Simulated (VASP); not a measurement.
Crystal: La.

```xyz
1
Lattice="0.0000 2.6480 2.6480 2.6480 0.0000 2.6480 2.6480 2.6480 0.0000" Properties=species:S:1:pos:R:3 pbc="T T T"
La    0.0000    0.0000    0.0000
```

This isn't the form of La at room conditions, which is double hcp.

Base run:

- Program: VASP 6.6.1
- Functional: LDA
- Potentials or basis: VASP PAW LDA potentials, release 64 (La)
- Cutoff: 520 eV
- k mesh: 12 × 12 × 12
- Occupations: fermi-dirac, width 0.05 eV
- Spin: no spin polarisation

Its results: band gap on the k mesh zero (an odd number of electrons rules out a gap without spin polarisation); pressure -3.7 GPa.

Question: The run is repeated on the same cell with these changes: functional from LDA to PBEsol; potentials or basis from VASP PAW LDA potentials, release 64 (La) to VASP PAW PBE potentials, release 64 (La). What comes out?

Answer: Band gap on the k mesh zero (an odd number of electrons rules out a gap without spin polarisation); pressure -2.3 GPa.

Caveats: spin-orbit coupling is left out, which moves the levels of the heavy elements; the cell stands under tension (at least some runs); the PAW data sets were made with another functional, which shifts forces and pressure a little (at least some runs).
